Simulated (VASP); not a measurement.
Runs of VASP 6.6.1 on CsRh3. The structure is that of space group Pm-3m (No. 221), or close to it. The cells are those of the table. 

| task | cell | k mesh | cutoff (eV) | gap on the mesh (eV) | pressure (GPa) | relaxed volume (Å³/atom) |
| --- | --- | --- | --- | --- | --- | --- |
| relaxation of cell and atoms | relaxed from a = 4.345 Å, 4 atoms | 4 × 4 × 4 | 600 | none | 0.0 | 18.48 |
| single point | a = 4.171 Å, 4 atoms | 12 × 12 × 12 | 520 | none | 1.8 | - |
| single point | a = 4.174 Å, 4 atoms | 4 × 4 × 4 | 520 | none | (b) | - |
| single point | a = 4.345 Å, 4 atoms | 4 × 4 × 4 | 520 | none | -7.5 | - |
| relaxation of cell and atoms | relaxed from a = 4.174 Å, 4 atoms | 12 × 12 × 12 | 600 | none | 0.0 | (a) |

Alike in all rows: level PBE; potentials or basis VASP PAW PBE potentials, release 64 (Cs_sv, Rh_pv); no spin polarisation; smearing gaussian 0.1 eV.

Question: Fill in the values left out.

Answer: (a) 18.45; (b) 1.7.

Caveats: some runs use coarse meshes; spin-orbit coupling is left out, which moves the levels of the heavy elements.

A k mesh can miss the band edges, and the runs leave out spin-orbit coupling on Cs, Rh.

A gap of «none» marks levels without a gap at the run's occupations.
